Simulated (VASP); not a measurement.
# Ge8S9 (a cell with a defect) in VASP: further runs

Runs on Ge8S9 (a cell with a defect). Level: PBE. Tasks: single point.

All numbers are computed with VASP 6.6.1; they aren't measurements. Logs are shortened: lines on timing, memory, paths and dates and some standing lists are left out, and cuts for length are marked.

### 1 The cell of the first run

The cell holds a defect, 17 atoms: a = 5.771 Å, b = 5.771 Å, c = 10.785 Å, α = 90.00°, β = 90.00°, γ = 101.16°.

### 2 Single point, PBE

The input, INCAR:

```
SYSTEM = Ge8S9
ALGO = Normal
EDIFF = 1E-6
ENCUT = 520
GGA = PE
ISIF = 2
ISMEAR = 0
LASPH = .True.
LCHARG = .False.
LREAL = Auto
LWAVE = .False.
NBANDS = 97
NELM = 60
PREC = Accurate
SIGMA = 0.02
```

The input, KPOINTS:

```
Automatic mesh
0
Gamma
  3 3 2
  0 0 0.5
```

The input, POSCAR:

```
Ge8S9
1.0
    0.0000000000     -3.6648200634     -4.4582437440
    0.0000000000     -3.6648200634      4.4582437440
  -10.7854111416      0.0000000000      0.0000000000
Ge S
8 9
Direct
    0.2060143176      0.5594229894      0.1393737318
    0.7140014967      0.0647657963      0.1584411551
    0.7968769633      0.4271733099      0.8654388671
    0.2700514829      0.9836515422      0.8170244865
    0.6987904749      0.5517312207      0.3942814923
    0.1931359877      0.0557078803      0.3888249548
    0.2883400420      0.4442438103      0.5951299321
    0.8094681570      0.9494580355      0.5955581030
    0.1249159596      0.6245620373      0.3686483480
    0.6308370611      0.1216937459      0.3813936201
    0.8669540756      0.3700750068      0.6447808905
    0.3817421575      0.8728160255      0.6276927148
    0.1491956181      0.1164668109      0.1744934871
    0.6347906101      0.6198297861      0.1767997506
    0.8781632631      0.8673830091      0.8278838778
    0.3602566214      0.3839859206      0.8248495939
    0.4526381965      0.8641473255      0.9672255293
```

Potentials or basis: VASP PAW PBE potentials, release 64 (Ge_d, S).

The run is started by

```console
> cat potpaw_PBE.64/Ge_d/POTCAR potpaw_PBE.64/S/POTCAR > POTCAR
> mpirun -np 1 vasp_std > vasp.out
```

OUTCAR:

```text
SYSTEM = Ge8S9
   EDIFF = 1E-6
   ENCUT = 520
   GGA = PE
   ISIF = 2
   ISMEAR = 0
   LASPH = .True.
   LREAL = Auto
   NELM = 60
   PREC = Accurate

 ion  position               nearest neighbor table
   1  0.206  0.559  0.139-  14 2.46  13 2.54   9 2.56  17 2.76
   2  0.714  0.065  0.158-  13 2.48  10 2.49  14 2.53  17 2.68
   3  0.797  0.427  0.865-  11 2.45  16 2.52  15 2.53
   4  0.270  0.984  0.817-  17 2.12  15 2.23  16 2.27  12 2.27
   5  0.699  0.552  0.394-  14 2.42   9 2.43  10 2.44
   6  0.193  0.056  0.389-  13 2.36   9 2.45  10 2.48
   7  0.288  0.444  0.595-  11 2.45  12 2.45  16 2.55
   8  0.809  0.949  0.596-  11 2.44  12 2.45  15 2.59  10 2.79
   9  0.125  0.625  0.369-   5 2.43   6 2.45   1 2.56
  10  0.631  0.122  0.381-   5 2.44   6 2.48   2 2.49   8 2.79
  11  0.867  0.370  0.645-   8 2.44   7 2.45   3 2.45
  12  0.382  0.873  0.628-   4 2.27   8 2.45   7 2.45
  13  0.149  0.116  0.174-   6 2.36   2 2.48   1 2.54
  14  0.635  0.620  0.177-   5 2.42   1 2.46   2 2.53
  15  0.878  0.867  0.828-   4 2.23   3 2.53   8 2.59
  16  0.360  0.384  0.825-   4 2.27   3 2.52   7 2.55
  17  0.453  0.864  0.967-   4 2.12   2 2.68   1 2.76

  LATTYP: Found a base centered orthorhombic cell.
 ALAT       =     7.3296401268
 B/A-ratio  =     1.2164973087
 C/A-ratio  =     1.4714789478

  Lattice vectors:

 A1 = (   0.0000000000,  -3.6648200634,  -4.4582437440)
 A2 = (   0.0000000000,  -3.6648200634,   4.4582437440)
 A3 = ( -10.7854111416,   0.0000000000,   0.0000000000)

Analysis of symmetry for initial positions (statically):
=====================================================================
 Subroutine PRICEL returns:
 Original cell was already a primitive cell.

 Routine SETGRP: Setting up the symmetry group for a
 base centered orthorhombic supercell.

 Subroutine GETGRP returns: Found  1 space group operations
 (whereof  1 operations were pure point group operations)
 out of a pool of  8 trial point group operations.

The static configuration has the point symmetry C_1 .

Analysis of symmetry for dynamics (positions and initial velocities):
=====================================================================
 Subroutine PRICEL returns:
 Original cell was already a primitive cell.

 Routine SETGRP: Setting up the symmetry group for a
 base centered orthorhombic supercell.

 Subroutine GETGRP returns: Found  1 space group operations
 (whereof  1 operations were pure point group operations)
 out of a pool of  8 trial point group operations.

The dynamic configuration has the point symmetry C_1 .

 Subroutine INISYM returns: Found  1 space group operations
 (whereof  1 operations are pure point group operations),
 and found     1 'primitive' translations

----------------------------------------------------------------------------------------

                                     Primitive cell

  volume of cell :     352.4384

  direct lattice vectors                    reciprocal lattice vectors
     0.000000000 -3.664820063 -4.458243744     0.000000000 -0.136432346 -0.112151786
     0.000000000 -3.664820063  4.458243744     0.000000000 -0.136432346  0.112151786
   -10.785411142  0.000000000  0.000000000    -0.092717838  0.000000000  0.000000000

  length of vectors
     5.771208139  5.771208139 10.785411142     0.176612028  0.176612028  0.092717838

  position of ions in fractional coordinates (direct lattice)
     0.206014318  0.559422989  0.139373732
     0.714001497  0.064765796  0.158441155
     0.796876963  0.427173310  0.865438867
     0.270051483  0.983651542  0.817024487
     0.698790475  0.551731221  0.394281492
     0.193135988  0.055707880  0.388824955
[... 9 lines left out ...]
     0.360256621  0.383985921  0.824849594
     0.452638196  0.864147325  0.967225529

  ion indices of the primitive-cell ions
   primitive index   ion index
                 1           1
                 2           2
                 3           3
                 4           4
                 5           5
                 6           6
[... 9 lines left out ...]
                16          16
                17          17

----------------------------------------------------------------------------------------

 KPOINTS: Automatic mesh

Automatic generation of k-mesh.
 Grid dimensions read from file:
 generate k-points for:    3    3    2

 Generating k-lattice:

  Cartesian coordinates                     Fractional coordinates (reciprocal lattice)
     0.000000000 -0.045477449 -0.037383929     0.333333333  0.000000000  0.000000000
     0.000000000 -0.045477449  0.037383929     0.000000000  0.333333333  0.000000000
    -0.046358919  0.000000000  0.000000000     0.000000000  0.000000000  0.500000000

  Length of vectors
     0.058870676  0.058870676  0.046358919

  Shift w.r.t. Gamma in fractional coordinates (k-lattice)
     0.000000000  0.000000000  0.500000000

 Subroutine IBZKPT returns following result:
 ===========================================

 Found      9 irreducible k-points:

 Following reciprocal coordinates:
            Coordinates               Weight
  0.000000  0.000000  0.250000      2.000000
  0.333333 -0.000000  0.250000      2.000000
 -0.333333  0.000000  0.250000      2.000000
 -0.000000  0.333333 -0.250000      2.000000
  0.000000 -0.333333 -0.250000      2.000000
  0.333333  0.333333  0.250000      2.000000
 -0.333333 -0.333333  0.250000      2.000000
 -0.333333  0.333333  0.250000      2.000000
  0.333333 -0.333333  0.250000      2.000000
   k-points           NKPTS =      9   k-points in BZ     NKDIM =      9   number of bands    NBANDS=     97
   number of dos      NEDOS =    301   number of ions     NIONS =     17
   total plane-waves  NPLWV = 184320
   dimension x,y,z NGX =    48 NGY =   48 NGZ =   80
   dimension x,y,z NGXF=    96 NGYF=   96 NGZF=  160
   ions per type =               8   9
   NGX,Y,Z   is equivalent  to a cutoff of  13.83, 13.83, 12.33 a.u.
   NGXF,Y,Z  is equivalent  to a cutoff of  27.65, 27.65, 24.66 a.u.
 SYSTEM =  Ge8S9
   PREC   = accura    normal or accurate (medium, high low for compatibility)
   ISTART =      0    job   : 0-new  1-cont  2-samecut
   ICHARG =      2    charge: 1-file 2-atom 10-const
   ISPIN  =      1    spin polarized calculation?
   LNONCOLLINEAR =      F non collinear calculations
   LSORBIT =      F    spin-orbit coupling
   LASPH  =      T    aspherical Exc in radial PAW
   ENCUT  =  520.0 eV  38.22 Ry    6.18 a.u.  10.73 10.73 20.05*2*pi/ulx,y,z
   NELM   =     60;   NELMIN=  2; NELMDL= -5     # of ELM steps
   EDIFF  = 0.1E-05   stopping-criterion for ELM
   LREAL  =      T    real-space projection
   EDIFFG = 0.1E-04   stopping-criterion for IOM
   NSW    =      0    number of steps for IOM
[... 5 lines left out ...]
   TEBEG  =    0.0;   TEEND  =   0.0 temperature during run
   PSTRESS=    0.0 pullay stress
   NELECT =     166.0000    total number of electrons
   NUPDOWN=      -1.0000    fix difference up-down
   EMIN   =  10.00;   EMAX   =-10.00  energy-range for DOS
   EFERMI =   0.00;   METHOD = LEGACY
   ISMEAR =     0;   SIGMA  =   0.02  broadening in eV -4-tet -1-fermi 0-gaus
   EFERMI_NEDOS =   21; number of points for ismear=-14 and -15
   IALGO  =     38    algorithm
   IMIX   =      4    mixing-type and parameters
     AMIX     =   0.40;   BMIX     =  1.00
     AMIX_MAG =   1.60;   BMIX_MAG =  1.00
  volume/ion in A,a.u.               =      20.73       139.90
  Fermi-wavevector in a.u.,A,eV,Ry     =   1.273747  2.407033 22.074516  1.622431
  Thomas-Fermi vector in A             =   2.406553
   LORBIT       =      0    0 simple, 1 ext, 2 COOP (PROOUT), +10 PAW based schemes
   GGA     = PE    functional components
   LHFCALC =     F    Hartree Fock is set to
   AEXX    =    0.0000 exact exchange contribution
   IVDW    =     0    specifies the selected vdW correction
   LEPSILON=     F    determine dielectric tensor
   LRPA    =     F    only Hartree local field effects (RPA)
 non-spin polarized calculation
 Gauss-broadening in eV      SIGMA  =   0.02
  energy-cutoff  :      520.00
  volume of cell :      352.44
 maximum number of plane-waves:      9495
 NGX is ok and might be reduce to    48
   NGX = 21   NGY = 21   NGZ = 41

 number of electron     166.0000016 magnetization

 Free energy of the ion-electron system (eV)
  ---------------------------------------------------
  ext. energy  EPLUGINS =         0.00000000
  ---------------------------------------------------
  free energy    TOTEN  =       -76.08899926 eV

  energy without entropy =      -76.08899926  energy(sigma->0) =      -76.08899926

 E-fermi :   5.0550     XC(G=0):  -9.9784

 val. band max:        4.9182517533   @ k =  -0.3333   0.0000   0.2500
 cond. band min:       6.0548021323   @ k =  -0.3333   0.3333   0.2500
 fundamental gap:      1.1365503790
 Fermi energy:         5.0550140491

 k-point     1 :       0.0000    0.0000    0.2500
  band No.  band energies     occupation
      1     -20.1368      2.00000
      2     -20.1273      2.00000
      3     -20.1175      2.00000
      4     -20.0774      2.00000
      5     -20.0548      2.00000
      6     -19.8618      2.00000
[... 87 lines left out ...]
     94       8.7518      0.00000
     95       8.9955      0.00000

 k-point     2 :       0.3333   -0.0000    0.2500
  band No.  band energies     occupation
      1     -20.1368      2.00000
      2     -20.1272      2.00000
      3     -20.1174      2.00000
      4     -20.0773      2.00000
      5     -20.0548      2.00000
      6     -19.8616      2.00000
[... 87 lines left out ...]
     94       8.4475      0.00000
     95       8.6589      0.00000

 k-point     3 :      -0.3333    0.0000    0.2500
  band No.  band energies     occupation
      1     -20.1368      2.00000
      2     -20.1272      2.00000
      3     -20.1174      2.00000
      4     -20.0773      2.00000
      5     -20.0548      2.00000
      6     -19.8616      2.00000
[... 87 lines left out ...]
     94       8.4649      0.00000
     95       8.5906      0.00000

 k-point     4 :      -0.0000    0.3333   -0.2500
  band No.  band energies     occupation
      1     -20.1368      2.00000
      2     -20.1272      2.00000
      3     -20.1174      2.00000
      4     -20.0774      2.00000
      5     -20.0548      2.00000
      6     -19.8617      2.00000
[... 87 lines left out ...]
     94       8.4561      0.00000
     95       8.6355      0.00000

 k-point     5 :       0.0000   -0.3333   -0.2500
  band No.  band energies     occupation
      1     -20.1368      2.00000
      2     -20.1272      2.00000
      3     -20.1174      2.00000
      4     -20.0774      2.00000
      5     -20.0548      2.00000
      6     -19.8617      2.00000
[... 87 lines left out ...]
     94       8.5430      0.00000
     95       8.6504      0.00000

 k-point     6 :       0.3333    0.3333    0.2500
  band No.  band energies     occupation
      1     -20.1367      2.00000
      2     -20.1270      2.00000
      3     -20.1174      2.00000
      4     -20.0773      2.00000
      5     -20.0548      2.00000
      6     -19.8615      2.00000
[... 87 lines left out ...]
     94       8.0892      0.00000
     95       8.4618      0.00000

 k-point     7 :      -0.3333   -0.3333    0.2500
  band No.  band energies     occupation
      1     -20.1367      2.00000
      2     -20.1270      2.00000
      3     -20.1174      2.00000
      4     -20.0773      2.00000
      5     -20.0548      2.00000
      6     -19.8615      2.00000
[... 87 lines left out ...]
     94       8.0943      0.00000
     95       8.4031      0.00000

 k-point     8 :      -0.3333    0.3333    0.2500
  band No.  band energies     occupation
      1     -20.1368      2.00000
      2     -20.1271      2.00000
      3     -20.1175      2.00000
      4     -20.0774      2.00000
      5     -20.0548      2.00000
      6     -19.8615      2.00000
[... 87 lines left out ...]
     94       7.9149      0.00000
     95       8.0792      0.00000

 k-point     9 :       0.3333   -0.3333    0.2500
  band No.  band energies     occupation
      1     -20.1368      2.00000
      2     -20.1271      2.00000
      3     -20.1175      2.00000
      4     -20.0774      2.00000
      5     -20.0548      2.00000
      6     -19.8615      2.00000
[... 87 lines left out ...]
     94       7.9226      0.00000
     95       8.0275      0.00000
 [bands above 95 left out]

------------------------ aborting loop because EDIFF is reached ----------------------------------------

  FORCE on cell =-STRESS in cart. coord.  units (eV):
  Direction    XX          YY          ZZ          XY          YZ          ZX
  --------------------------------------------------------------------------------------
  -------------------------------------------------------------------------------------
  Total       12.4660506      4.8334064      7.0991625      0.3098526      1.1144676      0.3929861
  in kB       56.6704033     21.9725634     32.2726430      1.4085834      5.0663462      1.7865066
  external PRESSURE =      36.9718699 kB  Pullay stress =       0.0000000 kB

 VOLUME and BASIS-vectors are now :
 -----------------------------------------------------------------------------
  energy-cutoff  :      520.00
  volume of cell :      352.44
      direct lattice vectors                 reciprocal lattice vectors
     0.000000000 -3.664820063 -4.458243744     0.000000000 -0.136432346 -0.112151786
     0.000000000 -3.664820063  4.458243744     0.000000000 -0.136432346  0.112151786
   -10.785411142  0.000000000  0.000000000    -0.092717838  0.000000000  0.000000000

 POSITION                                       TOTAL-FORCE (eV/Angst)
 -----------------------------------------------------------------------------------
     -1.50320     -2.80519      1.57558        -0.035209      0.004846      0.031796
     -1.70885     -2.85404     -2.89445         0.085969     -0.042023      0.080377
     -9.33411     -4.48592     -1.64823         0.007841     -0.066389      0.006135
     -8.81194     -4.59460      3.18140        -0.018166     -0.020219     -0.009465
     -4.25249     -4.58294     -0.65563        -0.015544     -0.014734      0.034596
     -4.19364     -0.91197     -0.61269         0.029971     -0.027830      0.002260
[... 9 lines left out ...]
     -8.89634     -2.72751      0.10579        -0.053396      0.003725     -0.049728
    -10.43193     -4.82578      1.83461         0.118590      0.298625     -0.167552
 -----------------------------------------------------------------------------------
    total drift:                               -0.002250      0.000148     -0.003439

  FREE ENERGIE OF THE ION-ELECTRON SYSTEM (eV)
  ---------------------------------------------------
  free  energy   TOTEN  =       -76.0889992616 eV

  energy  without entropy=      -76.0889992616  energy(sigma->0) =      -76.08899926
```

It took 12 min on 1 thread of Oxide Virtual Turin-like, shared host; peak memory 0.49 GiB.

Results:

```yaml
Free_energy: -76.0890 eV
Pressure: 3.7 GPa
Largest_force: 0.362 eV/Å
Band_gap_on_the_k_mesh: 1.14 eV
```

Forces in eV/Å, atoms in the order of the input:
```
Ge  -0.035  0.005  0.032
Ge   0.086 -0.042  0.080
Ge   0.008 -0.066  0.006
Ge  -0.018 -0.020 -0.009
Ge  -0.016 -0.015  0.035
Ge   0.030 -0.028  0.002
Ge   0.014  0.001 -0.015
Ge   0.013 -0.017  0.014
S   -0.061  0.017  0.009
S    0.017 -0.040  0.029
S   -0.044 -0.019  0.031
S   -0.054 -0.002 -0.004
S    0.024  0.019 -0.063
S   -0.010 -0.040  0.071
S   -0.019 -0.055  0.000
S   -0.053  0.004 -0.050
S    0.119  0.299 -0.168
```

### 3 Single point, PBE

The input, INCAR:

```
ALGO = Normal
EDIFF = 1E-6
ENCUT = 520
GGA = PE
ISIF = 2
ISMEAR = 0
LASPH = True
LCHARG = True
LELF = True
LREAL = Auto
LVHAR = True
LWAVE = False
NBANDS = 97
NELM = 60
PREC = Accurate
SIGMA = 0.02
```

KPOINTS is that of step 2.

The input, POSCAR:

```
Ge8S9
1.0
    0.0000000000     -3.6648200634     -4.4582437440
    0.0000000000     -3.6648200634      4.4582437440
  -10.7854111416      0.0000000000      0.0000000000
Ge S
8 9
Direct
    0.2140543216      0.5658917468      0.1362292991
    0.7208086057      0.0519133700      0.1699870293
    0.7868206806      0.4180875887      0.8665880120
    0.2689720709      0.9828460049      0.8186031932
    0.7017822525      0.5479645074      0.3947966326
    0.1903084659      0.0556283016      0.3928857180
    0.2902054533      0.4480436157      0.5972690253
    0.8119533377      0.9470536226      0.5988995612
    0.1279452109      0.6287323209      0.3626960483
    0.6281729100      0.1158518860      0.3842719527
    0.8676465120      0.3680114252      0.6438693814
    0.3809061287      0.8784975856      0.6269569988
    0.1436387069      0.1271456652      0.1789900241
    0.6389758123      0.6069925902      0.1768528779
    0.8769683256      0.8644355877      0.8269194269
    0.3565337264      0.3920530944      0.8204468874
    0.4723937628      0.9394081567      0.9776583258
```

Potentials or basis: VASP PAW PBE potentials, release 64 (Ge_d, S).

The run is started by

```console
> cat potpaw_PBE.64/Ge_d/POTCAR potpaw_PBE.64/S/POTCAR > POTCAR
> mpirun -np 1 vasp_std > vasp.out
```

It took 14 min on 1 thread of Oxide Virtual Turin-like, shared host; peak memory 0.48 GiB.

It converged, with:

```
Free energy            : -75.8370 eV
Pressure               : 4.1 GPa
Largest force          : 0.406 eV/Å
Band gap on the k mesh : 1.10 eV
```

Forces on the atoms (eV/Å):
```
Ge  -0.037  0.000 -0.019
Ge   0.039 -0.110  0.119
Ge  -0.013  0.001 -0.019
Ge   0.052 -0.007  0.102
Ge   0.021 -0.002  0.028
Ge   0.027 -0.033  0.000
Ge   0.030  0.006 -0.005
Ge   0.032 -0.020  0.006
S   -0.046  0.009  0.014
S   -0.069 -0.041 -0.014
S   -0.062 -0.005  0.025
S   -0.093 -0.010 -0.022
S   -0.039 -0.024 -0.082
S    0.003 -0.021  0.036
S   -0.058 -0.057 -0.043
S   -0.016  0.004 -0.002
S    0.228  0.311 -0.126
```

Stress tensor (GPa, compression positive):
```
6.50 0.19 0.95
0.19 1.91 0.94
0.95 0.94 3.76
```

Levels at points of the mesh, in eV from the valence-band top:
```
           k point  band 79  band 80  band 81  band 82  band 83  band 84  band 85  band 86  band 87  band 88
(0.00, 0.00, 0.25)    -1.19    -1.01    -0.54    -0.34    -0.18     1.64     1.79     2.30     2.43     2.71
```
